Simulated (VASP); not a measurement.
# ErAgC (P-6m2) in VASP: single point with PBE

Aim: the single point of ErAgC with PBE.

All numbers are computed with VASP 6.6.1; they aren't measurements. Logs are shortened: lines on timing, memory, paths and dates and some standing lists are left out, and cuts for length are marked.

**1. The cell of the first run**

The structure is hexagonal, space group P-6m2 (No. 187). The conventional cell has a = 4.158 Å, b = 4.158 Å, c = 4.168 Å, α = 90.00°, β = 90.00°, γ = 120.00°. Within 4.2 Å of Er (site symmetry -6m2) lie 6 C at 3.18 Å and 6 Ag at 3.18 Å and 8 Er at 4.16 to 4.17 Å. Ag (site symmetry -6m2) has 3 C at 2.40 Å and 6 Er at 3.18 Å within 3.2 Å. C (site symmetry -6m2) has 3 Ag at 2.40 Å and 6 Er at 3.18 Å within 3.2 Å.

The cell was generated, and may not be a known phase.

**2. Single point, PBE**

INCAR reads:

```
SYSTEM = ErAgC
ALGO = All
EDIFF = 1E-6
ENCUT = 800
GGA = PE
GGA_COMPAT = .False.
ISEARCH = 1
ISIF = 2
ISMEAR = 0
KPAR = 4
LASPH = .True.
LCHARG = .False.
LMAXMIX = 6
LREAL = .False.
LWAVE = .False.
NBANDS = 26
NELM = 300
PREC = Accurate
SIGMA = 0.1
```

KPOINTS reads:

```
k-points
0
Gamma
  6 6 4
  0 0 0
```

POSCAR reads:

```
ErAgC
1.0
    4.1576222900      0.0000000000      0.0000000000
   -2.0788111400      3.6006065200      0.0000000000
    0.0000000000      0.0000000000      4.1680015900
Er Ag C
1 1 1
Direct
    0.6666666700      0.3333333300      0.0000000000
    0.3333333300      0.6666666700      0.5000000000
    0.0000000000      0.0000000000      0.5000000000
```

Potentials or basis: VASP PAW PBE potentials, release 64 (Er, Ag, C).

On the command line:

```bash
$ cat potpaw_PBE.64/Er/POTCAR potpaw_PBE.64/Ag/POTCAR potpaw_PBE.64/C/POTCAR > POTCAR
$ mpirun -np 4 vasp_std > vasp.out
```

OUTCAR:

```text
SYSTEM = ErAgC
   EDIFF = 1E-6
   ENCUT = 800
   GGA = PE
   ISIF = 2
   ISMEAR = 0
   LASPH = .True.
   LREAL = .False.
   NELM = 300
   PREC = Accurate

 ion  position               nearest neighbor table
   1  0.667  0.333  0.000-   2 3.18   2 3.18   2 3.18   2 3.18   2 3.18   2 3.18
   2  0.333  0.667  0.500-   3 2.40   3 2.40   3 2.40   1 3.18   1 3.18   1 3.18   1 3.18   1 3.18
                             1 3.18
   3  0.000  0.000  0.500-   2 2.40   2 2.40   2 2.40

  LATTYP: Found a hexagonal cell.
 ALAT       =     4.1576222900
 C/A-ratio  =     1.0024964509

  Lattice vectors:

 A1 = (   4.1576222900,   0.0000000000,   0.0000000000)
 A2 = (  -2.0788111400,   3.6006065200,   0.0000000000)
 A3 = (   0.0000000000,   0.0000000000,   4.1680015900)

Analysis of symmetry for initial positions (statically):
=====================================================================
 Subroutine PRICEL returns:
 Original cell was already a primitive cell.

 Routine SETGRP: Setting up the symmetry group for a
 hexagonal supercell.

 Subroutine GETGRP returns: Found 12 space group operations
 (whereof 12 operations were pure point group operations)
 out of a pool of 24 trial point group operations.

The static configuration has the point symmetry D_3h.

Analysis of symmetry for dynamics (positions and initial velocities):
=====================================================================
 Subroutine PRICEL returns:
 Original cell was already a primitive cell.

 Routine SETGRP: Setting up the symmetry group for a
 hexagonal supercell.

 Subroutine GETGRP returns: Found 12 space group operations
 (whereof 12 operations were pure point group operations)
 out of a pool of 24 trial point group operations.

The dynamic configuration has the point symmetry D_3h.

 Subroutine INISYM returns: Found 12 space group operations
 (whereof 12 operations are pure point group operations),
 and found     1 'primitive' translations

----------------------------------------------------------------------------------------

                                     Primitive cell

  volume of cell :      62.3948

  direct lattice vectors                    reciprocal lattice vectors
     4.157622290  0.000000000  0.000000000     0.240522089  0.138865493  0.000000000
    -2.078811140  3.600606520  0.000000000     0.000000000  0.277730986  0.000000000
     0.000000000  0.000000000  4.168001590     0.000000000  0.000000000  0.239923133

  length of vectors
     4.157622290  4.157622285  4.168001590     0.277730986  0.277730986  0.239923133

  position of ions in fractional coordinates (direct lattice)
     0.666666670  0.333333330  0.000000000
     0.333333330  0.666666670  0.500000000
     0.000000000  0.000000000  0.500000000

  ion indices of the primitive-cell ions
   primitive index   ion index
                 1           1
                 2           2
                 3           3

----------------------------------------------------------------------------------------

 KPOINTS: k-points

Automatic generation of k-mesh.
 Grid dimensions read from file:
 generate k-points for:    6    6    4

 Generating k-lattice:

  Cartesian coordinates                     Fractional coordinates (reciprocal lattice)
     0.040087015  0.023144249  0.000000000     0.166666667  0.000000000  0.000000000
     0.000000000  0.046288498  0.000000000     0.000000000  0.166666667  0.000000000
     0.000000000  0.000000000  0.059980783     0.000000000  0.000000000  0.250000000

  Length of vectors
     0.046288498  0.046288498  0.059980783

  Shift w.r.t. Gamma in fractional coordinates (k-lattice)
     0.000000000  0.000000000  0.000000000

 Subroutine IBZKPT returns following result:
 ===========================================

 Found     21 irreducible k-points:

 Following reciprocal coordinates:
            Coordinates               Weight
  0.000000  0.000000  0.000000      1.000000
  0.166667  0.000000  0.000000      6.000000
  0.333333  0.000000  0.000000      6.000000
  0.500000  0.000000  0.000000      3.000000
  0.166667  0.166667  0.000000      6.000000
  0.333333  0.166667  0.000000     12.000000
[... 13 lines left out ...]
  0.333333  0.166667  0.500000     12.000000
  0.333333  0.333333  0.500000      2.000000
   k-points           NKPTS =     21   k-points in BZ     NKDIM =     21   number of bands    NBANDS=     26
   number of dos      NEDOS =    301   number of ions     NIONS =      3
   total plane-waves  NPLWV =  64000
   dimension x,y,z NGX =    40 NGY =   40 NGZ =   40
   dimension x,y,z NGXF=    80 NGYF=   80 NGZF=   80
   ions per type =               1   1   1
   NGX,Y,Z   is equivalent  to a cutoff of  15.99, 15.99, 15.95 a.u.
   NGXF,Y,Z  is equivalent  to a cutoff of  31.99, 31.99, 31.91 a.u.
 SYSTEM =  ErAgC
   PREC   = accura    normal or accurate (medium, high low for compatibility)
   ISTART =      0    job   : 0-new  1-cont  2-samecut
   ICHARG =      2    charge: 1-file 2-atom 10-const
   ISPIN  =      1    spin polarized calculation?
   LNONCOLLINEAR =      F non collinear calculations
   LSORBIT =      F    spin-orbit coupling
   LASPH  =      T    aspherical Exc in radial PAW
   ENCUT  =  800.0 eV  58.80 Ry    7.67 a.u.   9.59  9.59  9.61*2*pi/ulx,y,z
   NELM   =    300;   NELMIN=  2; NELMDL= -5     # of ELM steps
   EDIFF  = 0.1E-05   stopping-criterion for ELM
   LREAL  =      F    real-space projection
   EDIFFG = 0.1E-04   stopping-criterion for IOM
   NSW    =      0    number of steps for IOM
   IBRION =     -1    ionic relax: 0-MD 1-quasi-New 2-CG
   NFREE  =      0    steps in history (QN), initial steepest desc. (CG)
   ISIF   =      2    stress and relaxation
   ISYM   =      2    0-nonsym 1-usesym 2-fastsym
   POTIM  = 0.5000    time-step for ionic-motion
   TEBEG  =    0.0;   TEEND  =   0.0 temperature during run
   PSTRESS=    0.0 pullay stress
   NELECT =      37.0000    total number of electrons
   NUPDOWN=      -1.0000    fix difference up-down
   EMIN   =  10.00;   EMAX   =-10.00  energy-range for DOS
   EFERMI =   0.00;   METHOD = LEGACY
   ISMEAR =     0;   SIGMA  =   0.10  broadening in eV -4-tet -1-fermi 0-gaus
   EFERMI_NEDOS =   21; number of points for ismear=-14 and -15
   IALGO  =     58    algorithm
   IMIX   =      4    mixing-type and parameters
     AMIX     =   0.40;   BMIX     =  1.00
     AMIX_MAG =   1.60;   BMIX_MAG =  1.00
  volume/ion in A,a.u.               =      20.80       140.35
  Fermi-wavevector in a.u.,A,eV,Ry     =   1.375390  2.599110 25.738111  1.891698
  Thomas-Fermi vector in A             =   2.500730
   LORBIT       =      0    0 simple, 1 ext, 2 COOP (PROOUT), +10 PAW based schemes
   GGA     = PE    functional components
   LHFCALC =     F    Hartree Fock is set to
   AEXX    =    0.0000 exact exchange contribution
   IVDW    =     0    specifies the selected vdW correction
   LEPSILON=     F    determine dielectric tensor
   LRPA    =     F    only Hartree local field effects (RPA)
 non-spin polarized calculation
 Gauss-broadening in eV      SIGMA  =   0.10
  energy-cutoff  :      800.00
  volume of cell :       62.39
 maximum number of plane-waves:      3259
 NGX is ok and might be reduce to    40
   NGX = 19   NGY = 19   NGZ = 19

 number of electron      37.0000002 magnetization

 Free energy of the ion-electron system (eV)
  ---------------------------------------------------
  ext. energy  EPLUGINS =         0.00000000
  ---------------------------------------------------
  free energy    TOTEN  =       -13.65205748 eV

  energy without entropy =      -13.47851026  energy(sigma->0) =      -13.56528387

 E-fermi :   3.5861     XC(G=0): -10.4268

 val. band max:        3.5659269406   @ k =   0.3333   0.1667   0.2500
 cond. band min:       3.5923535403   @ k =   0.1667   0.1667   0.0000
 fundamental gap:      0.0264265998
 Fermi energy:         3.5861126774

 k-point     1 :       0.0000    0.0000    0.0000
  band No.  band energies     occupation
      1     -44.6236      2.00000
      2     -18.9256      2.00000
      3     -18.9256      2.00000
      4     -18.9144      2.00000
      5      -6.2764      2.00000
      6      -1.5621      2.00000
[... 18 lines left out ...]
     25       8.5799      0.00000
     26       8.5799      0.00000

 k-point     2 :       0.1667    0.0000    0.0000
  band No.  band energies     occupation
      1     -44.6228      2.00000
      2     -18.9526      2.00000
      3     -18.9317      2.00000
      4     -18.9118      2.00000
      5      -6.0887      2.00000
      6      -1.6249      2.00000
[... 18 lines left out ...]
     25       8.5712      0.00000
     26       8.6348      0.00000

 k-point     3 :       0.3333    0.0000    0.0000
  band No.  band energies     occupation
      1     -44.6213      2.00000
      2     -19.0058      2.00000
      3     -18.9438      2.00000
      4     -18.9066      2.00000
      5      -5.6945      2.00000
      6      -1.5540      2.00000
[... 18 lines left out ...]
     25       8.4315      0.00000
     26       8.5545      0.00000

 k-point     4 :       0.5000    0.0000    0.0000
  band No.  band energies     occupation
      1     -44.6205      2.00000
      2     -19.0320      2.00000
      3     -18.9498      2.00000
      4     -18.9040      2.00000
      5      -5.4910      2.00000
      6      -1.3197      2.00000
[... 18 lines left out ...]
     25       8.5471      0.00000
     26       8.9612      0.00000
[... 409 lines left out ...]
      1     -44.6201      2.00000
      2     -18.9814      2.00000
      3     -18.9772      2.00000
      4     -18.9404      2.00000
      5      -5.5715      2.00000
      6      -1.4457      2.00000
[... 18 lines left out ...]
     25       8.6964      0.00000
     26       9.6469      0.00000

 k-point    20 :       0.3333    0.1667    0.5000
  band No.  band energies     occupation
      1     -44.6191      2.00000
      2     -19.0061      2.00000
      3     -18.9725      2.00000
      4     -18.9578      2.00000
      5      -5.4271      2.00000
      6      -1.3574      2.00000
[... 18 lines left out ...]
     25       9.1521      0.00000
     26       9.4476      0.00000

 k-point    21 :       0.3333    0.3333    0.5000
  band No.  band energies     occupation
      1     -44.6187      2.00000
      2     -18.9906      2.00000
      3     -18.9888      2.00000
      4     -18.9696      2.00000
      5      -5.3658      2.00000
      6      -1.2378      2.00000
[... 18 lines left out ...]
     25       9.3105      0.00000
     26       9.4100      0.00000

------------------------ aborting loop because EDIFF is reached ----------------------------------------

  FORCE on cell =-STRESS in cart. coord.  units (eV):
  Direction    XX          YY          ZZ          XY          YZ          ZX
  --------------------------------------------------------------------------------------
  -------------------------------------------------------------------------------------
  Total       -5.0446550     -5.0446550     -4.3143900     -0.0000000      0.0000000     -0.0000000
  in kB     -129.5368949   -129.5368948   -110.7851151     -0.0000002      0.0000000     -0.0000000
  external PRESSURE =    -123.2863016 kB  Pullay stress =       0.0000000 kB

 VOLUME and BASIS-vectors are now :
 -----------------------------------------------------------------------------
  energy-cutoff  :      800.00
  volume of cell :       62.39
      direct lattice vectors                 reciprocal lattice vectors
     4.157622290  0.000000000  0.000000000     0.240522089  0.138865493  0.000000000
    -2.078811140  3.600606520  0.000000000     0.000000000  0.277730986  0.000000000
     0.000000000  0.000000000  4.168001590     0.000000000  0.000000000  0.239923133

 POSITION                                       TOTAL-FORCE (eV/Angst)
 -----------------------------------------------------------------------------------
      2.07881      1.20020      0.00000        -0.000000      0.000000      0.000000
     -0.00000      2.40040      2.08400         0.000000     -0.000000      0.000000
      0.00000      0.00000      2.08400         0.000000      0.000000      0.000000
 -----------------------------------------------------------------------------------
    total drift:                               -0.000062      0.000036     -0.000000

  FREE ENERGIE OF THE ION-ELECTRON SYSTEM (eV)
  ---------------------------------------------------
  free  energy   TOTEN  =       -13.6520574816 eV

  energy  without entropy=      -13.4785164057  energy(sigma->0) =      -13.56528694
```

It took 2.3 min on 4 MPI ranks of AMD EPYC 7R13 (Zen 3), shared host; peak memory 0.33 GiB.

Results:

```yaml
Free_energy: -13.6521 eV
Pressure: -12.3 GPa
Band_gap_on_the_k_mesh: zero (an odd number of electrons rules out a gap without spin polarisation)
```

Stress tensor (GPa, compression positive):
```
-12.95   0.00   0.00
  0.00 -12.95   0.00
  0.00   0.00 -11.08
```

Levels at points of the mesh, in eV from the Fermi level:
```csv
k point,band 16,band 17,band 18,band 19,band 20,band 21,band 22,band 23
"(0.00, 0.00, 0.00)",-0.09,-0.05,0.08,0.18,0.50,0.50,1.84,4.16
"(0.50, 0.00, 0.00)",-0.09,-0.07,-0.06,0.08,0.14,1.54,3.24,4.03
"(0.00, 0.00, 0.50)",-0.08,-0.08,-0.05,1.32,1.32,2.17,2.85,3.61
"(0.50, 0.00, 0.50)",-0.11,-0.09,-0.08,-0.07,-0.07,0.17,3.16,5.53
```

Caveat: the k points lie up to 0.38 Å⁻¹ apart, too coarse for converged energies and pressures of a metal; spin-orbit coupling is left out, which moves the levels of the heavy elements; semilocal functionals describe open f shells poorly, which spoils levels, moments and volumes.

The gap in the log of VASP goes by the Fermi energy; the results here count the filled bands.